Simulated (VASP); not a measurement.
# Pd (Fd-3m) in VASP: notebook

The runs below take Pd through single point, with r2SCAN.

Everything below comes from runs of VASP 6.6.1. Logs are shortened: lines on timing, memory, paths and dates and some standing lists are left out, and cuts for length are marked.

## (1) The cell of the first run

Symmetry: Fd-3m, No. 227, cubic system. The conventional cell has a = 5.739 Å, b = 5.739 Å, c = 5.739 Å, α = 90.00°, β = 90.00°, γ = 90.00°. Pd (site symmetry -43m) has 4 Pd at 2.49 Å within 3.3 Å.

This isn't the form of Pd at room conditions, which is fcc.

## (2) Single point, r2SCAN

POSCAR reads:

```
Pd
1.0
    0.0000000000      2.8696511985      2.8696511985
    2.8696511985      0.0000000000      2.8696511985
    2.8696511985      2.8696511985      0.0000000000
Pd
2
Direct
    0.1250000000      0.1250000000      0.1250000000
    0.8750000000      0.8750000000      0.8750000000
```

INCAR.step1 reads:

```
SYSTEM = Pd
ALGO = Normal
EDIFF = 1E-4
ENCUT = 520
GGA = PE
ISMEAR = -1
LASPH = .True.
LCHARG = .False.
LREAL = .False.
LWAVE = .True.
NBANDS = 17
NELM = 80
PREC = Accurate
SIGMA = 0.1
```

INCAR.step2 reads:

```
SYSTEM = Pd
ALGO = Normal
EDIFF = 1E-7
ENCUT = 520
ISIF = 2
ISMEAR = -1
ISTART = 1
LASPH = .True.
LCHARG = .False.
LMIXTAU = .True.
LREAL = .False.
LWAVE = .False.
METAGGA = R2SCAN
NBANDS = 17
NELM = 80
PREC = Accurate
SIGMA = 0.1
```

KPOINTS reads:

```
k-points
0
Gamma
  10 10 10
  0 0 0
```

Potentials or basis: VASP PAW PBE potentials, release 64 (Pd).

On the command line:

```
$ cat potpaw_PBE.64/Pd/POTCAR > POTCAR
$ cp INCAR.step1 INCAR
$ mpirun -np 1 vasp_std > vasp.out
$ cp INCAR.step2 INCAR
$ mpirun -np 1 vasp_std > vasp.out
```

OUTCAR:

```text
SYSTEM = Pd
   EDIFF = 1E-7
   ENCUT = 520
   ISIF = 2
   ISMEAR = -1
   ISTART = 1
   LASPH = .True.
   LREAL = .False.
   METAGGA = R2SCAN
   NELM = 80
   PREC = Accurate

 ion  position               nearest neighbor table
   1  0.125  0.125  0.125-   2 2.49   2 2.49   2 2.49   2 2.49
   2  0.875  0.875  0.875-   1 2.49   1 2.49   1 2.49   1 2.49

  LATTYP: Found a face centered cubic cell.
 ALAT       =     5.7393023970

  Lattice vectors:

 A1 = (   0.0000000000,   2.8696511985,   2.8696511985)
 A2 = (   2.8696511985,   0.0000000000,   2.8696511985)
 A3 = (   2.8696511985,   2.8696511985,   0.0000000000)

Analysis of symmetry for initial positions (statically):
=====================================================================
 Subroutine PRICEL returns:
 Original cell was already a primitive cell.

 Routine SETGRP: Setting up the symmetry group for a
 face centered cubic supercell.

 Subroutine GETGRP returns: Found 48 space group operations
 (whereof 12 operations were pure point group operations)
 out of a pool of 48 trial point group operations.

The static configuration has the point symmetry D_3d.
 The point group associated with its full space group is O_h .

Analysis of symmetry for dynamics (positions and initial velocities):
=====================================================================
 Subroutine PRICEL returns:
 Original cell was already a primitive cell.

 Routine SETGRP: Setting up the symmetry group for a
 face centered cubic supercell.

 Subroutine GETGRP returns: Found 48 space group operations
 (whereof 12 operations were pure point group operations)
 out of a pool of 48 trial point group operations.

The dynamic configuration has the point symmetry D_3d.
 The point group associated with its full space group is O_h .

 Subroutine INISYM returns: Found 48 space group operations
 (whereof 12 operations are pure point group operations),
 and found     1 'primitive' translations

----------------------------------------------------------------------------------------

                                     Primitive cell

  volume of cell :      47.2626

  direct lattice vectors                    reciprocal lattice vectors
     0.000000000  2.869651199  2.869651199    -0.174237204  0.174237204  0.174237204
     2.869651199  0.000000000  2.869651199     0.174237204 -0.174237204  0.174237204
     2.869651199  2.869651199  0.000000000     0.174237204  0.174237204 -0.174237204

  length of vectors
     4.058299644  4.058299644  4.058299644     0.301787689  0.301787689  0.301787689

  position of ions in fractional coordinates (direct lattice)
     0.125000000  0.125000000  0.125000000
     0.875000000  0.875000000  0.875000000

  ion indices of the primitive-cell ions
   primitive index   ion index
                 1           1
                 2           2

----------------------------------------------------------------------------------------

 KPOINTS: k-points

Automatic generation of k-mesh.
 Grid dimensions read from file:
 generate k-points for:   10   10   10

 Generating k-lattice:

  Cartesian coordinates                     Fractional coordinates (reciprocal lattice)
    -0.017423720  0.017423720  0.017423720     0.100000000  0.000000000  0.000000000
     0.017423720 -0.017423720  0.017423720     0.000000000  0.100000000  0.000000000
     0.017423720  0.017423720 -0.017423720     0.000000000  0.000000000  0.100000000

  Length of vectors
     0.030178769  0.030178769  0.030178769

  Shift w.r.t. Gamma in fractional coordinates (k-lattice)
     0.000000000  0.000000000  0.000000000

 Subroutine IBZKPT returns following result:
 ===========================================

 Found     47 irreducible k-points:

 Following reciprocal coordinates:
            Coordinates               Weight
  0.000000  0.000000  0.000000      1.000000
  0.100000  0.000000  0.000000      8.000000
  0.200000  0.000000  0.000000      8.000000
  0.300000  0.000000  0.000000      8.000000
  0.400000  0.000000  0.000000      8.000000
  0.500000  0.000000  0.000000      4.000000
[... 16 lines left out ...]
  0.300000  0.300000  0.000000      6.000000
  0.400000  0.300000  0.000000     24.000000
 [... further k-points ...]
   k-points           NKPTS =     47   k-points in BZ     NKDIM =     47   number of bands    NBANDS=     17
   number of dos      NEDOS =    301   number of ions     NIONS =      2
   total plane-waves  NPLWV =  27000
   dimension x,y,z NGX =    30 NGY =   30 NGZ =   30
   dimension x,y,z NGXF=    60 NGYF=   60 NGZF=   60
   ions per type =               2
   NGX,Y,Z   is equivalent  to a cutoff of  12.29, 12.29, 12.29 a.u.
   NGXF,Y,Z  is equivalent  to a cutoff of  24.58, 24.58, 24.58 a.u.
 SYSTEM =  Pd
   PREC   = accura    normal or accurate (medium, high low for compatibility)
   ISTART =      1    job   : 0-new  1-cont  2-samecut
   ICHARG =      0    charge: 1-file 2-atom 10-const
   ISPIN  =      1    spin polarized calculation?
   LNONCOLLINEAR =      F non collinear calculations
   LSORBIT =      F    spin-orbit coupling
   LASPH  =      T    aspherical Exc in radial PAW
   ENCUT  =  520.0 eV  38.22 Ry    6.18 a.u.   7.55  7.55  7.55*2*pi/ulx,y,z
   NELM   =     80;   NELMIN=  2; NELMDL=  0     # of ELM steps
   EDIFF  = 0.1E-06   stopping-criterion for ELM
   LREAL  =      F    real-space projection
   EDIFFG = 0.1E-05   stopping-criterion for IOM
   NSW    =      0    number of steps for IOM
   IBRION =     -1    ionic relax: 0-MD 1-quasi-New 2-CG
   NFREE  =      0    steps in history (QN), initial steepest desc. (CG)
   ISIF   =      2    stress and relaxation
   ISYM   =      2    0-nonsym 1-usesym 2-fastsym
   POTIM  = 0.5000    time-step for ionic-motion
   TEBEG  =    0.0;   TEEND  =   0.0 temperature during run
   PSTRESS=    0.0 pullay stress
   NELECT =      20.0000    total number of electrons
   NUPDOWN=      -1.0000    fix difference up-down
   EMIN   =  10.00;   EMAX   =-10.00  energy-range for DOS
   EFERMI =   0.00;   METHOD = LEGACY
   ISMEAR =    -1;   SIGMA  =   0.10  broadening in eV -4-tet -1-fermi 0-gaus
   EFERMI_NEDOS =   21; number of points for ismear=-14 and -15
   IALGO  =     38    algorithm
   IMIX   =      4    mixing-type and parameters
     AMIX     =   0.40;   BMIX     =  1.00
     AMIX_MAG =   1.60;   BMIX_MAG =  1.00
  volume/ion in A,a.u.               =      23.63       159.47
  Fermi-wavevector in a.u.,A,eV,Ry     =   1.229077  2.322619 20.553369  1.510630
  Thomas-Fermi vector in A             =   2.363978
   LORBIT       =      0    0 simple, 1 ext, 2 COOP (PROOUT), +10 PAW based schemes
   METAGGA = R2SCAN    functional components
   LHFCALC =     F    Hartree Fock is set to
   AEXX    =    0.0000 exact exchange contribution
   IVDW    =     0    specifies the selected vdW correction
   LEPSILON=     F    determine dielectric tensor
   LRPA    =     F    only Hartree local field effects (RPA)
 non-spin polarized calculation
  energy-cutoff  :      520.00
  volume of cell :       47.26
 maximum number of plane-waves:      1295
   NGX = 15   NGY = 15   NGZ = 15

 number of electron      19.9999996 magnetization

 Free energy of the ion-electron system (eV)
  ---------------------------------------------------
  ext. energy  EPLUGINS =         0.00000000
  ---------------------------------------------------
  free energy    TOTEN  =       -43.57932770 eV

  energy without entropy =      -43.41036375  energy(sigma->0) =      -43.49484573

 E-fermi :   4.1690     XC(G=0): -10.7079

 val. band max:        4.1549428065   @ k =   0.2000   0.2000   0.0000
 cond. band min:       4.1721550796   @ k =   0.4000   0.2000   0.1000
 fundamental gap:      0.0172122731
 Fermi energy:         4.1689788355

 k-point     1 :       0.0000    0.0000    0.0000
  band No.  band energies     occupation
      1      -0.5101      2.00000
      2       0.5502      2.00000
      3       0.5502      2.00000
      4       0.7057      2.00000
      5       0.7057      2.00000
      6       0.7057      2.00000
[... 9 lines left out ...]
     16      16.8788      0.00000
     17      16.8791      0.00000

 k-point     2 :       0.1000    0.0000    0.0000
  band No.  band energies     occupation
      1      -0.3605      2.00000
      2       0.4532      2.00000
      3       0.4532      2.00000
      4       0.7101      2.00000
      5       0.8428      2.00000
      6       0.8428      2.00000
[... 9 lines left out ...]
     16      17.4766      0.00000
     17      17.8554      0.00000

 k-point     3 :       0.2000    0.0000    0.0000
  band No.  band energies     occupation
      1       0.0368      2.00000
      2       0.3820      2.00000
      3       0.3820      2.00000
      4       0.7460      2.00000
      5       0.9972      2.00000
      6       0.9972      2.00000
[... 9 lines left out ...]
     16      17.8949      0.00000
     17      18.1193      0.00000

 k-point     4 :       0.3000    0.0000    0.0000
  band No.  band energies     occupation
      1       0.3993      2.00000
      2       0.3993      2.00000
      3       0.4394      2.00000
      4       0.8933      2.00000
      5       1.0280      2.00000
      6       1.0280      2.00000
[... 9 lines left out ...]
     16      17.6392      0.00000
     17      17.6392      0.00000
[... 343 lines left out ...]
      1       0.2154      2.00000
      2       0.3535      2.00000
      3       0.7153      2.00000
      4       0.9272      2.00000
      5       0.9372      2.00000
      6       1.4206      2.00000
[... 9 lines left out ...]
     16      18.2569      0.00000
     17      18.4967      0.00000

 k-point    23 :       0.3000    0.3000    0.0000
  band No.  band energies     occupation
      1       0.0249      2.00000
      2       0.6472      2.00000
      3       0.6472      2.00000
      4       1.1001      2.00000
      5       1.2101      2.00000
      6       1.3130      2.00000
[... 9 lines left out ...]
     16      14.4987      0.00000
     17      21.4174      0.00000

 k-point    24 :       0.4000    0.3000    0.0000
  band No.  band energies     occupation
      1       0.0402      2.00000
      2       0.5588      2.00000
      3       0.6175      2.00000
      4       1.1002      2.00000
      5       1.3970      2.00000
      6       1.6169      2.00000
[... 9 lines left out ...]
     16      15.1158      0.00000
     17      21.6050      0.00000

 [... further k-points ...]

------------------------ aborting loop because EDIFF is reached ----------------------------------------

  FORCE on cell =-STRESS in cart. coord.  units (eV):
  Direction    XX          YY          ZZ          XY          YZ          ZX
  --------------------------------------------------------------------------------------
  -------------------------------------------------------------------------------------
  Total       -0.0088436     -0.0088436     -0.0088436      0.0000000      0.0000000     -0.0000000
  in kB       -0.2997925     -0.2997925     -0.2997925      0.0000000      0.0000000     -0.0000000
  external PRESSURE =      -0.2997925 kB  Pullay stress =       0.0000000 kB

 VOLUME and BASIS-vectors are now :
 -----------------------------------------------------------------------------
  energy-cutoff  :      520.00
  volume of cell :       47.26
      direct lattice vectors                 reciprocal lattice vectors
     0.000000000  2.869651199  2.869651199    -0.174237204  0.174237204  0.174237204
     2.869651199  0.000000000  2.869651199     0.174237204 -0.174237204  0.174237204
     2.869651199  2.869651199  0.000000000     0.174237204  0.174237204 -0.174237204

 POSITION                                       TOTAL-FORCE (eV/Angst)
 -----------------------------------------------------------------------------------
      0.71741      0.71741      0.71741         0.000000      0.000000      0.000000
      5.02189      5.02189      5.02189        -0.000000     -0.000000     -0.000000
 -----------------------------------------------------------------------------------
    total drift:                               -0.000000      0.000000      0.000000

  FREE ENERGIE OF THE ION-ELECTRON SYSTEM (eV)
  ---------------------------------------------------
  free  energy   TOTEN  =       -43.5793277040 eV

  energy  without entropy=      -43.4103637544  energy(sigma->0) =      -43.49484573
```

Run time: 4.2 min. Hardware: 1 thread of Intel Xeon 8259CL, shared host; peak memory 0.19 GiB.

Results:

```yaml
Free_energy: -43.5793 eV
Pressure: 0.0 GPa
Band_gap_on_the_k_mesh: zero (bands 10 and 11 overlap by 0.38 eV)
```

Caveat: the PAW data sets were made with another functional, which shifts forces and pressure a little.

(Continued in part 2 of 2.)
